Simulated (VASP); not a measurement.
A run of VASP 6.6.1 is set up as follows.

The input INCAR:

```
SYSTEM = Ti3Al
ALGO     = Fast           ! electronic algorithm
EDIFF    = 1E-6           ! SCF threshold, eV
ENCUT    = 520            ! plane-wave cutoff, eV
GGA      = PS             ! functional
ISIF     = 2              ! what is computed and relaxed
ISMEAR   = 0              ! smearing method
LASPH    = .TRUE.         ! aspherical terms in the spheres
LCHARG   = .FALSE.        ! write CHGCAR
LREAL    = .FALSE.        ! projectors in reciprocal space
LWAVE    = .FALSE.        ! write WAVECAR
NBANDS   = 28             ! bands
NELM     = 100            ! most SCF steps
PREC     = Accurate       ! precision mode
SIGMA    = 0.15           ! smearing width, eV
```

KPOINTS

```
k-points
0
G
  15 15 6
  0 0 0
```

POSCAR

```
Ti3Al
1.0
    2.8457574275      0.0000000000      0.0000000000
   -1.4228787137      2.4644982252      0.0000000000
    0.0000000000      0.0000000000      9.4604359920
Ti Al
3 1
Direct
    0.6666666667      0.3333333333      0.0000000000
    0.3333333333      0.6666666667      0.7621161197
    0.3333333333      0.6666666667      0.2378838803
    0.6666666667      0.3333333333      0.5000000000
```

Potentials or basis: VASP PAW PBE potentials, release 64 (Ti_sv, Al).

Run with:

```bash
$ cat potpaw_PBE.64/Ti_sv/POTCAR potpaw_PBE.64/Al/POTCAR > POTCAR
$ mpirun -np 1 vasp_std > vasp.out
```

Q: Predict the pressure.

A: 0.5 GPa.

Q: Estimate the largest force.

A: 0.824 eV/Å.

Q: Estimate the band gap on the k mesh.

A: Zero (an odd number of electrons rules out a gap without spin polarisation).

Forces in eV/Å, atoms in the order of the input:
```
Ti   0.000  0.000  0.000
Ti   0.000  0.000 -0.824
Ti   0.000  0.000  0.824
Al   0.000  0.000  0.000
```

Caveat: the stress differs along the axes, from -5 to 4 GPa; the PAW data sets were made with another functional, which shifts forces and pressure a little.
